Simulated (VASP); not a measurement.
# C (Immm) in VASP: further runs

The runs below take C through single point, with PBE.

Program: VASP 6.6.1. These are calculated values, not measurements. Logs are shortened: lines on timing, memory, paths and dates and some standing lists are left out, and cuts for length are marked.

## 1. The cell of the first run

The structure is orthorhombic, space group Immm (No. 71). The conventional cell has a = 3.675 Å, b = 5.191 Å, c = 6.322 Å, α = 90.00°, β = 90.00°, γ = 90.00°. Within 2.0 Å of C (site symmetry m) lie 5 C at 1.51 to 1.57 Å. Within 2.1 Å of C (site symmetry m) lie 6 C at 1.57 to 2.09 Å. Within 2.1 Å of C (site symmetry m) lie 6 C at 1.54 to 2.04 Å.

## 2. Single point, PBE

Input file INCAR:

```
PREC = Accurate
ENCUT = 520
EDIFF = 1E-6
ISMEAR = 0
SIGMA = 0.1
LREAL = F
LASPH = T
NELM = 80
ALGO = Normal
ISIF = 2
LWAVE = F
LCHARG = F
GGA = PE
NBANDS = 36
```

Input file KPOINTS:

```
regular mesh
0
Gamma
  6 6 6
```

Input file POSCAR:

```
C
1.0
   -1.8375021600      2.5955496900      3.1608819600
    1.8375021600     -2.5955496900      3.1608819600
    1.8375021600      2.5955496900     -3.1608819600
C
12
Direct
    0.8349697300      0.1293200000      0.2943502800
    0.1650302700      0.4593805500      0.2943502800
    0.8349697300      0.5406194500      0.7056497200
    0.1650302700      0.8706800000      0.7056497200
    0.2270504600      0.7149997000      0.9420501600
    0.7729495400      0.7149997000      0.4879492500
    0.7729495400      0.2850003000      0.0579498400
    0.2270504600      0.2850003000      0.5120507500
    0.5124953000      0.1610459200      0.3514493800
    0.4875047000      0.8389540800      0.6485506200
    0.8095965400      0.1610459200      0.6485506200
    0.1904034600      0.8389540800      0.3514493800
```

Potentials or basis: VASP PAW PBE potentials, release 64 (C).

On the command line:

```console
cat potpaw_PBE.64/C/POTCAR > POTCAR
mpirun -np 1 vasp_std > vasp.out
```

OUTCAR:

```text
PREC = Accurate
   ENCUT = 520
   EDIFF = 1E-6
   ISMEAR = 0
   LREAL = F
   LASPH = T
   NELM = 80
   ISIF = 2
   GGA = PE

 ion  position               nearest neighbor table
   1  0.835  0.129  0.294-   3 1.51  11 1.54   9 1.54   8 1.57   7 1.57
   2  0.165  0.459  0.294-   4 1.51  10 1.54  12 1.54   8 1.57   7 1.57
   3  0.835  0.541  0.706-   1 1.51   9 1.54  11 1.54   6 1.57   5 1.57
   4  0.165  0.871  0.706-   2 1.51  12 1.54  10 1.54   6 1.57   5 1.57
   5  0.227  0.715  0.942-   3 1.57   4 1.57   8 1.58   9 1.60  12 1.60
   6  0.773  0.715  0.488-   3 1.57   4 1.57   7 1.58  10 1.60  11 1.60
   7  0.773  0.285  0.058-   2 1.57   1 1.57   6 1.58  10 1.60  11 1.60
   8  0.227  0.285  0.512-   2 1.57   1 1.57   5 1.58   9 1.60  12 1.60
   9  0.512  0.161  0.351-   1 1.54   3 1.54  11 1.54   8 1.60   5 1.60  12 2.04
  10  0.488  0.839  0.649-   4 1.54   2 1.54  12 1.54   6 1.60   7 1.60  11 2.04
  11  0.810  0.161  0.649-   1 1.54   3 1.54   9 1.54   7 1.60   6 1.60  10 2.04
  12  0.190  0.839  0.351-   4 1.54   2 1.54  10 1.54   5 1.60   8 1.60   9 2.04

  LATTYP: Found a body centered orthorhombic cell.
 ALAT       =     3.6750043200
 B/A-ratio  =     1.4125423885
 C/A-ratio  =     1.7202058473

  Lattice vectors:

 A1 = (  -1.8375021600,   2.5955496900,   3.1608819600)
 A2 = (   1.8375021600,  -2.5955496900,   3.1608819600)
 A3 = (   1.8375021600,   2.5955496900,  -3.1608819600)

Analysis of symmetry for initial positions (statically):
=====================================================================
 Subroutine PRICEL returns:
 Original cell was already a primitive cell.

 Routine SETGRP: Setting up the symmetry group for a
 body centered orthorhombic supercell.

 Subroutine GETGRP returns: Found  8 space group operations
 (whereof  8 operations were pure point group operations)
 out of a pool of  8 trial point group operations.

The static configuration has the point symmetry D_2h.

Analysis of symmetry for dynamics (positions and initial velocities):
=====================================================================
 Subroutine PRICEL returns:
 Original cell was already a primitive cell.

 Routine SETGRP: Setting up the symmetry group for a
 body centered orthorhombic supercell.

 Subroutine GETGRP returns: Found  8 space group operations
 (whereof  8 operations were pure point group operations)
 out of a pool of  8 trial point group operations.

The dynamic configuration has the point symmetry D_2h.

 Subroutine INISYM returns: Found  8 space group operations
 (whereof  8 operations are pure point group operations),
 and found     1 'primitive' translations

----------------------------------------------------------------------------------------

                                     Primitive cell

  volume of cell :      60.3011

  direct lattice vectors                    reciprocal lattice vectors
    -1.837502160  2.595549690  3.160881960     0.000000000  0.192637422  0.158183699
     1.837502160 -2.595549690  3.160881960     0.272108524  0.000000000  0.158183699
     1.837502160  2.595549690 -3.160881960     0.272108524  0.192637422  0.000000000

  length of vectors
     4.483800525  4.483800525  4.483800525     0.249261427  0.314746138  0.333394998

  position of ions in fractional coordinates (direct lattice)
     0.834969730  0.129320000  0.294350280
     0.165030270  0.459380550  0.294350280
     0.834969730  0.540619450  0.705649720
     0.165030270  0.870680000  0.705649720
     0.227050460  0.714999700  0.942050160
     0.772949540  0.714999700  0.487949250
     0.772949540  0.285000300  0.057949840
     0.227050460  0.285000300  0.512050750
     0.512495300  0.161045920  0.351449380
     0.487504700  0.838954080  0.648550620
     0.809596540  0.161045920  0.648550620
     0.190403460  0.838954080  0.351449380

  ion indices of the primitive-cell ions
   primitive index   ion index
                 1           1
                 2           2
                 3           3
                 4           4
                 5           5
                 6           6
                 7           7
                 8           8
                 9           9
                10          10
                11          11
                12          12

----------------------------------------------------------------------------------------

 KPOINTS: regular mesh

Automatic generation of k-mesh.
 Grid dimensions read from file:
 generate k-points for:    6    6    6

 Generating k-lattice:

  Cartesian coordinates                     Fractional coordinates (reciprocal lattice)
     0.000000000  0.032106237  0.026363950     0.166666667 -0.000000000  0.000000000
     0.045351421  0.000000000  0.026363950     0.000000000  0.166666667  0.000000000
     0.045351421  0.032106237  0.000000000     0.000000000 -0.000000000  0.166666667

  Length of vectors
     0.041543571  0.052457690  0.055565833

  Shift w.r.t. Gamma in fractional coordinates (k-lattice)
     0.000000000  0.000000000  0.000000000

 Subroutine IBZKPT returns following result:
 ===========================================

 Found     46 irreducible k-points:

 Following reciprocal coordinates:
            Coordinates               Weight
  0.000000  0.000000  0.000000      1.000000
  0.166667 -0.000000  0.000000      4.000000
  0.333333 -0.000000  0.000000      4.000000
  0.500000  0.000000  0.000000      2.000000
  0.000000  0.166667  0.000000      4.000000
  0.166667  0.166667 -0.000000      8.000000
[... 16 lines left out ...]
 -0.166667  0.166667  0.166667      2.000000
  0.166667  0.333333  0.166667      4.000000
 [... further k-points ...]
   k-points           NKPTS =     46   k-points in BZ     NKDIM =     46   number of bands    NBANDS=     36
   number of dos      NEDOS =    301   number of ions     NIONS =     12
   total plane-waves  NPLWV =  46656
   dimension x,y,z NGX =    36 NGY =   36 NGZ =   36
   dimension x,y,z NGXF=    72 NGYF=   72 NGZF=   72
   ions per type =              12
   NGX,Y,Z   is equivalent  to a cutoff of  13.35, 13.35, 13.35 a.u.
   NGXF,Y,Z  is equivalent  to a cutoff of  26.70, 26.70, 26.70 a.u.
 SYSTEM =  unknown system
   PREC   = accura    normal or accurate (medium, high low for compatibility)
   ISTART =      0    job   : 0-new  1-cont  2-samecut
   ICHARG =      2    charge: 1-file 2-atom 10-const
   ISPIN  =      1    spin polarized calculation?
   LNONCOLLINEAR =      F non collinear calculations
   LSORBIT =      F    spin-orbit coupling
   LASPH  =      T    aspherical Exc in radial PAW
   ENCUT  =  520.0 eV  38.22 Ry    6.18 a.u.   8.34  8.34  8.34*2*pi/ulx,y,z
   NELM   =     80;   NELMIN=  2; NELMDL= -5     # of ELM steps
   EDIFF  = 0.1E-05   stopping-criterion for ELM
   LREAL  =      F    real-space projection
   EDIFFG = 0.1E-04   stopping-criterion for IOM
   NSW    =      0    number of steps for IOM
   IBRION =     -1    ionic relax: 0-MD 1-quasi-New 2-CG
   NFREE  =      0    steps in history (QN), initial steepest desc. (CG)
   ISIF   =      2    stress and relaxation
   ISYM   =      2    0-nonsym 1-usesym 2-fastsym
   POTIM  = 0.5000    time-step for ionic-motion
   TEBEG  =    0.0;   TEEND  =   0.0 temperature during run
   PSTRESS=    0.0 pullay stress
   NELECT =      48.0000    total number of electrons
   NUPDOWN=      -1.0000    fix difference up-down
   EMIN   =  10.00;   EMAX   =-10.00  energy-range for DOS
   EFERMI =   0.00;   METHOD = LEGACY
   ISMEAR =     0;   SIGMA  =   0.10  broadening in eV -4-tet -1-fermi 0-gaus
   EFERMI_NEDOS =   21; number of points for ismear=-14 and -15
   IALGO  =     38    algorithm
   IMIX   =      4    mixing-type and parameters
     AMIX     =   0.40;   BMIX     =  1.00
     AMIX_MAG =   1.60;   BMIX_MAG =  1.00
  volume/ion in A,a.u.               =       5.03        33.91
  Fermi-wavevector in a.u.,A,eV,Ry     =   1.517214  2.867118 31.319759  2.301937
  Thomas-Fermi vector in A             =   2.626499
   LORBIT       =      0    0 simple, 1 ext, 2 COOP (PROOUT), +10 PAW based schemes
   GGA     = PE    functional components
   LHFCALC =     F    Hartree Fock is set to
   AEXX    =    0.0000 exact exchange contribution
   IVDW    =     0    specifies the selected vdW correction
   LEPSILON=     F    determine dielectric tensor
   LRPA    =     F    only Hartree local field effects (RPA)
 non-spin polarized calculation
 Gauss-broadening in eV      SIGMA  =   0.10
  energy-cutoff  :      520.00
  volume of cell :       60.30
 maximum number of plane-waves:      1644
 NGX is ok and might be reduce to    36
   NGX = 17   NGY = 17   NGZ = 17

 number of electron      48.0000000 magnetization

 Free energy of the ion-electron system (eV)
  ---------------------------------------------------
  ext. energy  EPLUGINS =         0.00000000
  ---------------------------------------------------
  free energy    TOTEN  =       -70.05264070 eV

  energy without entropy =      -70.04081014  energy(sigma->0) =      -70.04672542

 E-fermi :  12.4572     XC(G=0): -13.9837

 val. band max:       12.4319394264   @ k =   0.1667   0.1667   0.1667
 cond. band min:      12.4762695589   @ k =  -0.3333   0.1667  -0.0000
 fundamental gap:      0.0443301325
 Fermi energy:        12.4571738344

 k-point     1 :       0.0000    0.0000    0.0000
  band No.  band energies     occupation
      1     -13.2419      2.00000
      2      -8.9647      2.00000
      3      -5.9763      2.00000
      4      -5.6726      2.00000
      5      -4.4024      2.00000
      6      -4.0707      2.00000
[... 28 lines left out ...]
     35      22.0105      0.00000
     36      22.5785      0.00000

 k-point     2 :       0.1667   -0.0000    0.0000
  band No.  band energies     occupation
      1     -13.0805      2.00000
      2      -9.3413      2.00000
      3      -6.7407      2.00000
      4      -5.2165      2.00000
      5      -4.4806      2.00000
      6      -3.2081      2.00000
[... 28 lines left out ...]
     35      22.1666      0.00000
     36      22.8058      0.00000

 k-point     3 :       0.3333   -0.0000    0.0000
  band No.  band energies     occupation
      1     -12.6370      2.00000
      2     -10.2648      2.00000
      3      -6.8532      2.00000
      4      -5.7964      2.00000
      5      -4.0805      2.00000
      6      -2.3960      2.00000
[... 28 lines left out ...]
     35      22.5709      0.00000
     36      22.8498      0.00000

 k-point     4 :       0.5000    0.0000    0.0000
  band No.  band energies     occupation
      1     -12.2520      2.00000
      2     -10.8774      2.00000
      3      -6.4741      2.00000
      4      -6.4299      2.00000
      5      -3.6690      2.00000
      6      -2.7395      2.00000
[... 28 lines left out ...]
     35      22.6843      0.00000
     36      22.7938      0.00000

 k-point     5 :       0.0000    0.1667    0.0000
  band No.  band energies     occupation
      1     -12.9861      2.00000
      2      -9.1919      2.00000
      3      -6.0635      2.00000
      4      -5.5378      2.00000
      5      -5.2842      2.00000
      6      -3.3912      2.00000
[... 655 lines left out ...]
 k-point    22 :       0.3333    0.1667    0.1667
  band No.  band energies     occupation
      1     -11.7356      2.00000
      2     -10.5074      2.00000
      3      -7.3052      2.00000
      4      -6.0210      2.00000
      5      -5.2359      2.00000
      6      -4.6937      2.00000
[... 28 lines left out ...]
     35      20.7008      0.00000
     36      21.7304      0.00000

 k-point    23 :      -0.1667    0.1667    0.1667
  band No.  band energies     occupation
      1     -12.5367      2.00000
      2      -9.2559      2.00000
      3      -6.9527      2.00000
      4      -5.2989      2.00000
      5      -5.2036      2.00000
      6      -4.1503      2.00000
[... 28 lines left out ...]
     35      20.9391      0.00000
     36      21.7340      0.00000

 k-point    24 :       0.1667    0.3333    0.1667
  band No.  band energies     occupation
      1     -11.5156      2.00000
      2     -10.4175      2.00000
      3      -7.6083      2.00000
      4      -5.5971      2.00000
      5      -5.3585      2.00000
      6      -5.2708      2.00000
[... 28 lines left out ...]
     35      20.8886      0.00000
     36      21.4529      0.00000

 [... further k-points ...]
[... 5 lines left out ...]
  --------------------------------------------------------------------------------------
  -------------------------------------------------------------------------------------
  Total       20.3000618     54.7860792     59.2126758      0.0000000      0.0000000      0.0000000
  in kB      539.3646362   1455.6445145   1573.2574420      0.0000000      0.0000000      0.0000000
  external PRESSURE =    1189.4221976 kB  Pullay stress =       0.0000000 kB

 VOLUME and BASIS-vectors are now :
 -----------------------------------------------------------------------------
  energy-cutoff  :      520.00
  volume of cell :       60.30
      direct lattice vectors                 reciprocal lattice vectors
    -1.837502160  2.595549690  3.160881960     0.000000000  0.192637422  0.158183699
     1.837502160 -2.595549690  3.160881960     0.272108524  0.000000000  0.158183699
     1.837502160  2.595549690 -3.160881960     0.272108524  0.192637422  0.000000000

 POSITION                                       TOTAL-FORCE (eV/Angst)
 -----------------------------------------------------------------------------------
     -0.75576      2.59555      2.11760        -1.473888      0.000000      0.500141
      1.08174      0.00000      1.04328        -1.473888      0.000000     -0.500141
      0.75576      2.59555      2.11760         1.473888      0.000000      0.500141
      2.59327     -0.00000      1.04328         1.473888      0.000000     -0.500141
      2.62763      1.17864      0.00000        -0.778911      3.496721     -0.000000
      0.79012      1.41691      3.16088        -0.778911     -3.496721     -0.000000
     -0.79012      1.41691      3.16088         0.778911     -3.496721     -0.000000
      1.04738      1.17864      0.00000         0.778911      3.496721     -0.000000
      0.00000      1.82441      1.01809         0.000000      3.534805     -5.157116
      1.83750      0.77114      2.14279         0.000000     -3.534805      5.157116
      0.00000      3.36669      1.01809        -0.000000     -3.534805     -5.157116
      1.83750     -0.77114      2.14279         0.000000      3.534805      5.157116
 -----------------------------------------------------------------------------------
    total drift:                               -0.000000      0.000000     -0.000000

  FREE ENERGIE OF THE ION-ELECTRON SYSTEM (eV)
  ---------------------------------------------------
  free  energy   TOTEN  =       -70.0526407019 eV

  energy  without entropy=      -70.0408101368  energy(sigma->0) =      -70.04672542
```

Wall time 75 s (1 thread of Intel Xeon Platinum 8488C (Sapphire Rapids), shared host); peak memory 0.22 GiB.

Results:

| Item | Value |
| --- | --- |
| Free energy | -70.0526 eV |
| Pressure | 118.9 GPa |
| Largest force | 6.252 eV/Å |
| Band gap on the k mesh | zero (band 24 reaches 12.88 eV, above the bottom of band 25 at 11.18 eV) |

Forces on the atoms (eV/Å):
```
C   -1.474  0.000  0.500
C   -1.474  0.000 -0.500
C    1.474  0.000  0.500
C    1.474  0.000 -0.500
C   -0.779  3.497  0.000
C   -0.779 -3.497  0.000
C    0.779 -3.497  0.000
C    0.779  3.497  0.000
C    0.000  3.535 -5.157
C    0.000 -3.535  5.157
C    0.000 -3.535 -5.157
C    0.000  3.535  5.157
```

Levels at points of the mesh, in eV from the Fermi level:
| k point | band 21 | band 22 | band 23 | band 24 | band 25 | band 26 | band 27 | band 28 |
| --- | --- | --- | --- | --- | --- | --- | --- | --- |
| (0.00, 0.00, 0.00) | -1.13 | -1.10 | -0.99 | -0.88 | 0.57 | 0.74 | 2.74 | 3.10 |
| (0.50, 0.00, 0.00) | -3.02 | -2.69 | -2.26 | -0.08 | 0.45 | 1.55 | 2.69 | 3.88 |
| (0.00, 0.50, 0.00) | -1.78 | -1.68 | -0.82 | 0.33 | 0.95 | 0.97 | 1.73 | 2.27 |
| (0.50, 0.50, 0.00) | -1.20 | -0.99 | -0.62 | 0.04 | 0.82 | 0.98 | 1.01 | 2.66 |
| (0.50, 0.50, 0.50) | -3.54 | -2.82 | -1.97 | -1.86 | -0.86 | 1.96 | 2.74 | 6.26 |

Caveat: forces of over 1 eV/Å act on the atoms, so gaps and moduli don't describe the material at rest.

[end of part 1 of 2]
